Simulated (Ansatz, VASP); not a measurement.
**Two plane-wave programs on Li2S**

```
Li S
1.0
     0.00000    2.84488    2.84488
     2.84488    0.00000    2.84488
     2.84488    2.84488    0.00000
Li S
2 1
Cartesian
  1.4224 1.4224 1.4224
  4.2673 4.2673 4.2673
  0.0000 0.0000 0.0000
```

Alike in both runs: functional r2SCAN; k mesh 5 × 5 × 5; occupations tetrahedron; collinear spin.

Ansatz relaxed the structure, and its values are those at the end. VASP's run is a single point on that final structure, the one shown.

|  | VASP | Ansatz |
| --- | --- | --- |
| version | VASP 6.6.1 | Ansatz 0.2.0 |
| potentials or method | VASP PAW PBE potentials, release 64 (Li_sv, S), cutoff 830 eV | PAW plane waves |
| valence electrons in the cell | 12 | 12 |

```tsv
	VASP	Ansatz	Ansatz less VASP
gap on the k mesh at the Fermi level (eV)	4.16	4.17	+0.016
pressure (GPa)	-0.2	0.0	+0.21
net moment per atom (μB)	0.00	0.00	0.000
```

VASP's potentials were made for PBE, not for r2SCAN. Ansatz's warnings: band table not solved further, forces under tetrahedra, seeded moment not kept, tetrahedron derivatives may miss energy slope.
